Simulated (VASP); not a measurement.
# Cr (P6/mmm) in VASP: relaxation of cell and atoms with PBE

Aim: the relaxation of cell and atoms of Cr with PBE.

Everything below comes from runs of VASP 6.6.1. Logs are shortened: lines on timing, memory, paths and dates and some standing lists are left out, and cuts for length are marked.

## (1) The cell of the first run

It takes space group P6/mmm (No. 191, hexagonal). Conventional cell: a = 2.055 Å, b = 2.055 Å, c = 1.843 Å, α = 90.00°, β = 90.00°, γ = 120.00°. Within 2.4 Å of Cr (site symmetry 6/mmm) lie 8 Cr at 1.84 to 2.05 Å.

## (2) Relaxation of cell and atoms, PBE, collinear spin, ferromagnetic start, target pressure 410 GPa, at which the enthalpy is minimised

The input, INCAR:

```
  PREC = Accurate
  ENCUT = 600
  EDIFF = 1E-7
  ISMEAR = -1
  SIGMA = 0.1
  LREAL = F
  LASPH = T
  NELM = 150
  ALGO = Normal
  ISIF = 3
  LWAVE = F
  LCHARG = F
  ISPIN = 2
  MAGMOM = 2
  LORBIT = 11
  LMAXMIX = 4
  GGA = PE
  IBRION = 2
  NSW = 32
  EDIFFG = -0.005
  PSTRESS = 4100.0
```

The input, KPOINTS:

```
Automatic mesh
0
Gamma
  21 21 20
```

The input, POSCAR:

```
Cr
1.0
    2.0547616749      0.0000000000      0.0000000000
   -1.0273808374      1.7794758092      0.0000000000
    0.0000000000      0.0000000000      1.8434977144
Cr
1
Direct
    0.0000000000      0.0000000000      0.0000000000
```

Potentials or basis: VASP PAW PBE potentials, release 64 (Cr_pv).

Run with:

```bash
$ cat potpaw_PBE.64/Cr_pv/POTCAR > POTCAR
$ mpirun -np 1 vasp_std > vasp.out
```

OUTCAR:

```text
PREC = Accurate
   ENCUT = 600
   EDIFF = 1E-7
   ISMEAR = -1
   LREAL = F
   LASPH = T
   NELM = 150
   ISIF = 3
   ISPIN = 2
   LORBIT = 11
   GGA = PE
   IBRION = 2
   NSW = 32
   EDIFFG = -0.005
   PSTRESS = 4100.0

 ion  position               nearest neighbor table
   1  0.000  0.000  0.000-

  LATTYP: Found a hexagonal cell.
 ALAT       =     2.0547616749
 C/A-ratio  =     0.8971832290

  Lattice vectors:

 A1 = (   2.0547616749,   0.0000000000,   0.0000000000)
 A2 = (  -1.0273808374,   1.7794758092,   0.0000000000)
 A3 = (   0.0000000000,   0.0000000000,   1.8434977144)

Analysis of symmetry for initial positions (statically):
=====================================================================
 Subroutine PRICEL returns:
 Original cell was already a primitive cell.

 Routine SETGRP: Setting up the symmetry group for a
 hexagonal supercell.

 Subroutine GETGRP returns: Found 24 space group operations
 (whereof 24 operations were pure point group operations)
 out of a pool of 24 trial point group operations.

The static configuration has the point symmetry D_6h.

Analysis of symmetry for dynamics (positions and initial velocities):
=====================================================================
 Subroutine PRICEL returns:
 Original cell was already a primitive cell.

 Routine SETGRP: Setting up the symmetry group for a
 hexagonal supercell.

 Subroutine GETGRP returns: Found 24 space group operations
 (whereof 24 operations were pure point group operations)
 out of a pool of 24 trial point group operations.

The dynamic configuration has the point symmetry D_6h.

Analysis of structural, dynamic, and magnetic symmetry:
=====================================================================
 Subroutine PRICEL returns:
 Original cell was already a primitive cell.

 Routine SETGRP: Setting up the symmetry group for a
 hexagonal supercell.

 Subroutine GETGRP returns: Found 24 space group operations
 (whereof 24 operations were pure point group operations)
 out of a pool of 24 trial point group operations.

The overall configuration has the point symmetry D_6h.

 Subroutine INISYM returns: Found 24 space group operations
 (whereof 24 operations are pure point group operations),
 and found     1 'primitive' translations

----------------------------------------------------------------------------------------

                                     Primitive cell

  volume of cell :       6.7406

  direct lattice vectors                    reciprocal lattice vectors
     2.054761675  0.000000000  0.000000000     0.486674446  0.280981622  0.000000000
    -1.027380837  1.779475809  0.000000000     0.000000000  0.561963245  0.000000000
     0.000000000  0.000000000  1.843497714     0.000000000  0.000000000  0.542447106

  length of vectors
     2.054761675  2.054761675  1.843497714     0.561963245  0.561963245  0.542447106

  position of ions in fractional coordinates (direct lattice)
     0.000000000  0.000000000  0.000000000

  ion indices of the primitive-cell ions
   primitive index   ion index
                 1           1

----------------------------------------------------------------------------------------

 KPOINTS: Automatic mesh

Automatic generation of k-mesh.
 Grid dimensions read from file:
 generate k-points for:   21   21   20

 Generating k-lattice:

  Cartesian coordinates                     Fractional coordinates (reciprocal lattice)
     0.023174974  0.013380077  0.000000000     0.047619048  0.000000000  0.000000000
     0.000000000  0.026760155  0.000000000     0.000000000  0.047619048  0.000000000
     0.000000000  0.000000000  0.027122355     0.000000000  0.000000000  0.050000000

  Length of vectors
     0.026760155  0.026760155  0.027122355

  Shift w.r.t. Gamma in fractional coordinates (k-lattice)
     0.000000000  0.000000000  0.000000000

 Subroutine IBZKPT returns following result:
 ===========================================

 Found    528 irreducible k-points:

 Following reciprocal coordinates:
            Coordinates               Weight
  0.000000  0.000000  0.000000      1.000000
  0.047619 -0.000000  0.000000      6.000000
  0.095238 -0.000000  0.000000      6.000000
  0.142857 -0.000000  0.000000      6.000000
  0.190476 -0.000000  0.000000      6.000000
  0.238095  0.000000  0.000000      6.000000
[... 16 lines left out ...]
  0.142857  0.095238  0.000000     12.000000
  0.190476  0.095238  0.000000     12.000000
 [... further k-points ...]
   k-points           NKPTS =    528   k-points in BZ     NKDIM =    528   number of bands    NBANDS=     11
   number of dos      NEDOS =    301   number of ions     NIONS =      1
   total plane-waves  NPLWV =   4096
   dimension x,y,z NGX =    16 NGY =   16 NGZ =   16
   dimension x,y,z NGXF=    32 NGYF=   32 NGZF=   32
   ions per type =               1
   NGX,Y,Z   is equivalent  to a cutoff of  12.95, 12.95, 14.43 a.u.
   NGXF,Y,Z  is equivalent  to a cutoff of  25.89, 25.89, 28.86 a.u.
 SYSTEM =  unknown system
   PREC   = accura    normal or accurate (medium, high low for compatibility)
   ISTART =      0    job   : 0-new  1-cont  2-samecut
   ICHARG =      2    charge: 1-file 2-atom 10-const
   ISPIN  =      2    spin polarized calculation?
   LNONCOLLINEAR =      F non collinear calculations
   LSORBIT =      F    spin-orbit coupling
   LASPH  =      T    aspherical Exc in radial PAW
   ENCUT  =  600.0 eV  44.10 Ry    6.64 a.u.   4.10  4.10  3.68*2*pi/ulx,y,z
   NELM   =    150;   NELMIN=  2; NELMDL= -5     # of ELM steps
   EDIFF  = 0.1E-06   stopping-criterion for ELM
   LREAL  =      F    real-space projection
   EDIFFG = -.5E-02   stopping-criterion for IOM
   NSW    =     32    number of steps for IOM
   IBRION =      2    ionic relax: 0-MD 1-quasi-New 2-CG
   NFREE  =      1    steps in history (QN), initial steepest desc. (CG)
   ISIF   =      3    stress and relaxation
   ISYM   =      2    0-nonsym 1-usesym 2-fastsym
   POTIM  = 0.5000    time-step for ionic-motion
   TEBEG  =    0.0;   TEEND  =   0.0 temperature during run
   PSTRESS= 4100.0 pullay stress
   NELECT =      12.0000    total number of electrons
   NUPDOWN=      -1.0000    fix difference up-down
   EMIN   =  10.00;   EMAX   =-10.00  energy-range for DOS
   EFERMI =   0.00;   METHOD = LEGACY
   ISMEAR =    -1;   SIGMA  =   0.10  broadening in eV -4-tet -1-fermi 0-gaus
   EFERMI_NEDOS =   21; number of points for ismear=-14 and -15
   IALGO  =     38    algorithm
   IMIX   =      4    mixing-type and parameters
     AMIX     =   0.40;   BMIX     =  1.00
     AMIX_MAG =   1.60;   BMIX_MAG =  1.00
  volume/ion in A,a.u.               =       6.74        45.49
  Fermi-wavevector in a.u.,A,eV,Ry     =   1.984129  3.749460 53.562969  3.936767
  Thomas-Fermi vector in A             =   3.003577
   LORBIT       =     11    0 simple, 1 ext, 2 COOP (PROOUT), +10 PAW based schemes
   GGA     = PE    functional components
   LHFCALC =     F    Hartree Fock is set to
   AEXX    =    0.0000 exact exchange contribution
   IVDW    =     0    specifies the selected vdW correction
   LEPSILON=     F    determine dielectric tensor
   LRPA    =     F    only Hartree local field effects (RPA)
 conjugate gradient relaxation of ions
 spin polarized calculation
  energy-cutoff  :      600.00
  volume of cell :        6.74
 maximum number of plane-waves:       243
   NGX =  9   NGY =  9   NGZ =  7

--------------------------------------- Ionic step        1  -------------------------------------------

 number of electron      12.0000005 magnetization      -0.0000095

 number of electron      12.0000005 magnetization       0.0000051

 Free energy of the ion-electron system (eV)
  ---------------------------------------------------
  ext. energy  EPLUGINS =         0.00000000
  ---------------------------------------------------
  free energy    TOTEN  =        -4.25181759 eV

  energy without entropy =       -4.22958573  energy(sigma->0) =       -4.24070166

------------------------ aborting loop because EDIFF is reached ----------------------------------------

  FORCE on cell =-STRESS in cart. coord.  units (eV):
  Direction    XX          YY          ZZ          XY          YZ          ZX
  --------------------------------------------------------------------------------------
  -------------------------------------------------------------------------------------
  Total       18.0208069     18.0208069     19.7495635      0.0000000     -0.0000000      0.0000000
  in kB     4283.4003492   4283.4003492   4694.3118281      0.0000001     -0.0000000      0.0000000
  external PRESSURE =     320.3708422 kB  Pullay stress =    4100.0000000 kB
[... 297 lines left out ...]
--------------------------------------- Ionic step        9  -------------------------------------------

 number of electron      12.0000001 magnetization       0.0000017

 number of electron      12.0000001 magnetization      -0.0000011

 Free energy of the ion-electron system (eV)
  ---------------------------------------------------
  ext. energy  EPLUGINS =         0.00000000
  ---------------------------------------------------
  free energy    TOTEN  =        -4.59790123 eV

  energy without entropy =       -4.57525321  energy(sigma->0) =       -4.58657722

 E-fermi :  20.2512     XC(G=0): -16.8766

 val. band max:       20.2370154538   @ k =   0.3333   0.0952   0.3000
 cond. band min:      20.2533014302   @ k =   0.1429  -0.0000   0.2500
 fundamental gap:      0.0162859764
 Fermi energy:        20.2511676176

 spin component 1

 k-point     1 :       0.0000    0.0000    0.0000
  band No.  band energies     occupation
      1     -21.2325      1.00000
      2     -21.2325      1.00000
      3     -20.6749      1.00000
      4      11.6885      1.00000
      5      13.6117      1.00000
      6      18.5158      1.00000
      7      18.5158      1.00000
      8      25.7531      0.00000
      9      25.7531      0.00000
     10      28.4326      0.00000
     11      42.4806      0.00000
[... 309 lines left out ...]
 k-point    24 :       0.1905    0.0952    0.0000
  band No.  band energies     occupation
      1     -23.5220      1.00000
      2     -21.8493      1.00000
      3     -20.4209      1.00000
      4      14.5058      1.00000
      5      14.8496      1.00000
      6      16.8629      1.00000
      7      22.1293      0.00000
      8      23.6171      0.00000
      9      25.2352      0.00000
     10      28.4282      0.00000
     11      43.3514      0.00000

 [... further k-points ...]

 spin component 2

 k-point     1 :       0.0000    0.0000    0.0000
  band No.  band energies     occupation
      1     -21.2325      1.00000
      2     -21.2325      1.00000
      3     -20.6749      1.00000
      4      11.6885      1.00000
      5      13.6117      1.00000
      6      18.5158      1.00000
      7      18.5158      1.00000
      8      25.7531      0.00000
      9      25.7531      0.00000
     10      28.4326      0.00000
     11      42.4806      0.00000
[... 309 lines left out ...]
 k-point    24 :       0.1905    0.0952    0.0000
  band No.  band energies     occupation
      1     -23.5220      1.00000
      2     -21.8493      1.00000
      3     -20.4209      1.00000
      4      14.5058      1.00000
      5      14.8496      1.00000
      6      16.8629      1.00000
      7      22.1293      0.00000
      8      23.6171      0.00000
      9      25.2352      0.00000
     10      28.4282      0.00000
     11      43.3514      0.00000

 [... further k-points ...]

------------------------ aborting loop because EDIFF is reached ----------------------------------------

  FORCE on cell =-STRESS in cart. coord.  units (eV):
  Direction    XX          YY          ZZ          XY          YZ          ZX
  --------------------------------------------------------------------------------------
  -------------------------------------------------------------------------------------
  Total       17.5758611     17.5758611     17.5710586      0.0000000      0.0000000      0.0000000
  in kB     4100.7272065   4100.7272066   4099.6067021      0.0000002      0.0000000      0.0000000
  external PRESSURE =       0.3537051 kB  Pullay stress =    4100.0000000 kB
[... 16 lines left out ...]
  FREE ENERGIE OF THE ION-ELECTRON SYSTEM (eV)
  ---------------------------------------------------
  free  energy   TOTEN  =        -4.5979012266 eV

  energy  without entropy=       -4.5752532057  energy(sigma->0) =       -4.58657722

  enthalpy is  TOTEN    =        12.9748430757 eV   P V=       17.5727443023

 reached required accuracy - stopping structural energy minimisation

 total charge

# of ion       s       p       d       tot
------------------------------------------
    1        0.617   6.710   5.570  12.897

 magnetization (x)

# of ion       s       p       d       tot
------------------------------------------
    1        0.000  -0.000   0.000   0.000
```

It took 3.5 min on 1 thread of Intel Xeon Platinum 8259CL at 2.50GHz (Skylake/Cascade Lake), shared host; peak memory 0.23 GiB.

What came out:

```
Free energy                                            : -4.5979 eV
Relaxed volume                                         : 6.87 Å³/atom
Relaxed cell                                           : a = 2.055 Å, b = 2.055 Å, c = 1.877 Å, α = 90.00°, β = 90.00°, γ = 120.00°
Space group after relaxing (to 0.05 Å)                 : P6/mmm (No. 191)
Energy change on relaxing (the enthalpy is what falls) : -346.1 meV/atom
Ionic steps                                            : 9
Pressure after relaxing                                : 410.0 GPa
Band gap on the k mesh                                 : zero (filled and empty bands overlap)
Net moment                                             : 0.00 μB per cell
```

The path:
```csv
step,energy change (eV),largest force (eV/Å),pressure (GPa),volume (Å³)
1,0.0000,0.0000,442.04,6.74
2,-2.5669,0.0000,204.91,8.13
3,-0.4610,0.0000,400.44,6.91
4,-0.4081,0.0000,405.22,6.89
5,-0.1373,0.0000,425.87,6.79
6,-0.3459,0.0000,410.10,6.87
7,-0.3446,0.0000,410.18,6.87
8,-0.3559,0.0000,409.16,6.87
9,-0.3461,0.0000,410.04,6.87
```

Final structure:
```cif
data_structure
_symmetry_space_group_name_H-M 'P 1'
_symmetry_Int_Tables_number 1
_cell_length_a 2.0552
_cell_length_b 2.0552
_cell_length_c 1.8773
_cell_angle_alpha 90.000
_cell_angle_beta 90.000
_cell_angle_gamma 120.000
_cell_volume 6.87
loop_
_atom_site_label
_atom_site_type_symbol
_atom_site_fract_x
_atom_site_fract_y
_atom_site_fract_z
_atom_site_occupancy
Cr1 Cr 0.00000 0.00000 0.00000 1
```

Caveat: the starting moments collapsed, and a magnetic state may lie lower; the cell is relaxed towards a set pressure, so the enthalpy falls and the energy may rise.
